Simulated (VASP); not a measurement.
Al, 4 atoms in the cell. Symmetry: P6_3/mmc, No. 194, hexagonal system. The conventional cell has a = 2.736 Å, b = 2.736 Å, c = 10.838 Å, α = 90.00°, β = 90.00°, γ = 120.00°. Within 3.6 Å of Al (site symmetry -3m) lie 12 Al at 2.74 to 3.14 Å. Al (site symmetry -6m2) has 12 Al at 2.74 to 3.14 Å within 3.6 Å. This isn't the form of Al at room conditions, which is fcc.

```yaml
Program: VASP 6.6.1
Task: single point
Functional: PBE
Dispersion: D3(BJ)
Potentials_or_basis: VASP PAW PBE potentials, release 64 (Al)
Cutoff: 520 eV
k_mesh: 18 × 18 × 4
Occupations: gaussian, width 0.15 eV
Spin: no spin polarisation
Dipole_correction: no
Further_INCAR_settings: ALGO = Normal; EDIFF = 1e-07; NBANDS = 14
```

Potentials or basis: VASP PAW PBE potentials, release 64 (Al).

Launch:

```sh
$ cat potpaw_PBE.64/Al/POTCAR > POTCAR
$ mpirun -np 1 vasp_std > vasp.out
```

Hardware: 1 thread of AMD EPYC 7R13, with other jobs on the host.

**Question.** How long does it take, and how much memory?

**Answer.** Run time: 87 s on 1 thread of AMD EPYC 7R13, on a shared host, peak memory 0.2 GiB. Counts: scf iterations 13, k points 111.
